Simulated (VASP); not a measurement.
# Tl (P6_3/mmc) in VASP: settings compared, part 2 of 2

VASP 6.6.1.

## Step 5: Single point, PBEsol

This run uses another cell than the first one, of 28.00 Å³/atom, 0.980 times its volume.

INCAR reads:

```
ALGO = Normal
EDIFF = 1E-6
ENCUT = 520
GGA = PS
ISIF = 2
ISMEAR = -1
LASPH = T
LCHARG = F
LREAL = F
LWAVE = F
NBANDS = 20
NELM = 60
PREC = Accurate
SIGMA = 0.05
```

KPOINTS reads:

```
k-points
0
Gamma
  9 9 5
```

POSCAR reads:

```
Tl
1.0
    3.4328046702      0.0000000000      0.0000000000
   -1.7164023351      2.9728960507      0.0000000000
    0.0000000000      0.0000000000      5.4879183458
Tl
2
Direct
    0.6666666667      0.3333333333      0.7500000000
    0.3333333333      0.6666666667      0.2500000000
```

Potentials or basis: VASP PAW PBE potentials, release 64 (Tl_d).

Command:

```bash
cat potpaw_PBE.64/Tl_d/POTCAR > POTCAR
mpirun -np 1 vasp_std > vasp.out
```

OUTCAR:

```text
EDIFF = 1E-6
   ENCUT = 520
   GGA = PS
   ISIF = 2
   ISMEAR = -1
   LASPH = T
   LREAL = F
   NELM = 60
   PREC = Accurate

 ion  position               nearest neighbor table
   1  0.667  0.333  0.750-   2 3.38   2 3.38   2 3.38   2 3.38   2 3.38   2 3.38
   2  0.333  0.667  0.250-   1 3.38   1 3.38   1 3.38   1 3.38   1 3.38   1 3.38

  LATTYP: Found a hexagonal cell.
 ALAT       =     3.4328046702
 C/A-ratio  =     1.5986689815

[... 739 lines left out ...]
     20      21.7429      0.00000

 [... further k-points ...]

------------------------ aborting loop because EDIFF is reached ----------------------------------------

  FORCE on cell =-STRESS in cart. coord.  units (eV):
  Direction    XX          YY          ZZ          XY          YZ          ZX
  --------------------------------------------------------------------------------------
  -------------------------------------------------------------------------------------
  Total        0.1609872      0.1609872      0.6641848      0.0000000     -0.0000000      0.0000000
  in kB        4.6053786      4.6053786     19.0004150      0.0000000     -0.0000000      0.0000000
  external PRESSURE =       9.4037241 kB  Pullay stress =       0.0000000 kB

 VOLUME and BASIS-vectors are now :
 -----------------------------------------------------------------------------
  energy-cutoff  :      520.00
  volume of cell :       56.01
      direct lattice vectors                 reciprocal lattice vectors
     3.432804670  0.000000000  0.000000000     0.291306991  0.168186170  0.000000000
    -1.716402335  2.972896051  0.000000000     0.000000000  0.336372340  0.000000000
     0.000000000  0.000000000  5.487918346     0.000000000  0.000000000  0.182218455

 POSITION                                       TOTAL-FORCE (eV/Angst)
 -----------------------------------------------------------------------------------
      1.71640      0.99097      4.11594         0.000000      0.000000      0.000000
     -0.00000      1.98193      1.37198         0.000000     -0.000000      0.000000
 -----------------------------------------------------------------------------------
    total drift:                               -0.000000      0.000000     -0.000000

  FREE ENERGIE OF THE ION-ELECTRON SYSTEM (eV)
  ---------------------------------------------------
  free  energy   TOTEN  =        -5.2394400185 eV

  energy  without entropy=       -5.2247863136  energy(sigma->0) =       -5.23211317
```

OSZICAR:

```text
N       E                     dE             d eps       ncg     rms          rms(c)
DAV:   1     0.132511221344E+03    0.13251E+03   -0.14194E+04  1440   0.123E+03
DAV:   2    -0.271763093149E+01   -0.13523E+03   -0.13253E+03  1548   0.278E+02
DAV:   3    -0.530186950965E+01   -0.25842E+01   -0.25746E+01  1676   0.341E+01
DAV:   4    -0.531752613317E+01   -0.15657E-01   -0.15656E-01  1548   0.290E+00
DAV:   5    -0.531773499442E+01   -0.20886E-03   -0.20886E-03  1600   0.332E-01    0.325E+00
DAV:   6    -0.525183097155E+01    0.65904E-01   -0.11182E-01  1528   0.263E+00    0.227E+00
DAV:   7    -0.524036601278E+01    0.11465E-01   -0.42941E-02  1548   0.161E+00    0.854E-01
DAV:   8    -0.523943616932E+01    0.92984E-03   -0.29869E-03  1532   0.418E-01    0.493E-02
DAV:   9    -0.523943803505E+01   -0.18657E-05   -0.17735E-05  1616   0.362E-02    0.138E-02
DAV:  10    -0.523943992530E+01   -0.18903E-05   -0.22461E-06  1288   0.132E-02    0.134E-03
DAV:  11    -0.523944001852E+01   -0.93224E-07   -0.36441E-07   792   0.478E-03
   1 F= -.52394400E+01 E0= -.52321132E+01  d E =-.146537E-01
```

stdout:

```text
POSCAR found type information on POSCAR Tl
 POSCAR found :  1 types and       2 ions
 scaLAPACK will be used
 -----------------------------------------------------------------------------
|                                                                             |
|                                                                             |
|     You enforced a specific xc type in the INCAR file but a different       |
|     I HOPE YOU KNOW WHAT YOU ARE DOING!                                     |
|                                                                             |
 -----------------------------------------------------------------------------

 LDA part: xc-table for (Slater+PW92), standard interpolation
 POSCAR, INCAR and KPOINTS ok, starting setup
 FFT: planning ... GRIDC
 FFT: planning ... GRID_SOFT
 FFT: planning ... GRID
 WAVECAR not read
 entering main loop
```

It used 66 s of CPU time on 1 thread of AMD EPYC 7R13 Processor (Zen 3) (shared host).

Results:

```yaml
Free_energy: -5.2394 eV
Pressure: 0.9 GPa
Band_gap_on_the_k_mesh: zero (band 13 reaches 8.75 eV, above the bottom of band 14 at 4.97 eV)
```

Stress tensor (GPa, compression positive):
```
0.46 0.00 0.00
0.00 0.46 0.00
0.00 0.00 1.90
```

Levels at points of the mesh, in eV from the Fermi level:
| k point | band 10 | band 11 | band 12 | band 13 | band 14 | band 15 | band 16 | band 17 |
| --- | --- | --- | --- | --- | --- | --- | --- | --- |
| (0.00, 0.00, 0.00) | -11.00 | -10.18 | -5.07 | -2.92 | 8.14 | 8.14 | 10.27 | 10.27 |

Caveat: the PAW data sets were made with another functional, which shifts forces and pressure a little; spin-orbit coupling is left out, which moves the levels of the heavy elements.

## Step 6: The runs side by side

```tsv
level	potentials or basis	cell	smearing	gap on the mesh (eV)	pressure (GPa)
PBE	VASP PAW PBE potentials, release 64 (Tl_d)	a = 3.456, b = 3.456, c = 5.525 Å, angles 90.0, 90.0, 120.0°, 2 atoms	fermi-dirac 0.05 eV	none	3.4
LDA	VASP PAW LDA potentials, release 64 (Tl_d)	a = 3.456, b = 3.456, c = 5.525 Å, angles 90.0, 90.0, 120.0°, 2 atoms	methfessel-paxton 0.05 eV	none	-1.5
PBEsol	VASP PAW PBE potentials, release 64 (Tl_d)	a = 3.433, b = 3.433, c = 5.488 Å, angles 90.0, 90.0, 120.0°, 2 atoms	fermi-dirac 0.05 eV	none	0.9
```

Alike in all rows: task single point; no spin polarisation; k mesh 9 × 9 × 5; cutoff (eV) 520.

Caveats: spin-orbit coupling is left out, which moves the levels of the heavy elements; the PAW data sets were made with another functional, which shifts forces and pressure a little (some runs).

Total energies depend on the potentials used, so only differences within one code and one set of settings carry meaning.
